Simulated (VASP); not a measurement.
Runs of VASP 6.6.1 on Pd. The structure is that of space group Fd-3m (No. 227), or close to it. The cells are those of the table. 

| spin | cell | cutoff (eV) | smearing | gap on the mesh (eV) | pressure (GPa) | moment (μB) |
| --- | --- | --- | --- | --- | --- | --- |
| collinear, ferromagnetic start | a = 4.169 Å, angles 60.0°, 2 atoms | 520 | fermi-dirac 0.05 eV | none | -0.2 | 0.90 |
| off | a = 4.172 Å, angles 60.0°, 2 atoms | 500 | fermi-dirac 0.1 eV | none | -0.2 | - |
| off | a = 4.115 Å, angles 60.0°, 2 atoms | 520 | fermi-dirac 0.1 eV | none | 2.2 | - |
| collinear, ferromagnetic start | a = 4.277 Å, angles 60.0°, 2 atoms | 520 | fermi-dirac 0.05 eV | none | -3.6 | (b) |
| collinear, ferromagnetic start | a = 4.329 Å, angles 60.0°, 2 atoms | 520 | fermi-dirac 0.05 eV | none | -4.7 | (a) |
| off | a = 4.280 Å, angles 60.0°, 2 atoms | 520 | fermi-dirac 0.1 eV | none | -3.5 | - |
| collinear, ferromagnetic start | a = 3.995 Å, angles 60.0°, 2 atoms | 520 | fermi-dirac 0.05 eV | none | (c) | 0.95 |

Alike in all rows: task single point; level RPBE; potentials or basis VASP PAW PBE potentials, release 64 (Pd); k mesh 10 × 10 × 10.

**Question.** Estimate the missing entries.

**Answer.** (a) 0.87; (b) 0.89; (c) 9.5.

Caveats: the PAW data sets were made with another functional, which shifts forces and pressure a little.

A k mesh can miss the band edges, and the runs leave out spin-orbit coupling on Pd.

A gap of «none» marks levels without a gap at the run's occupations.
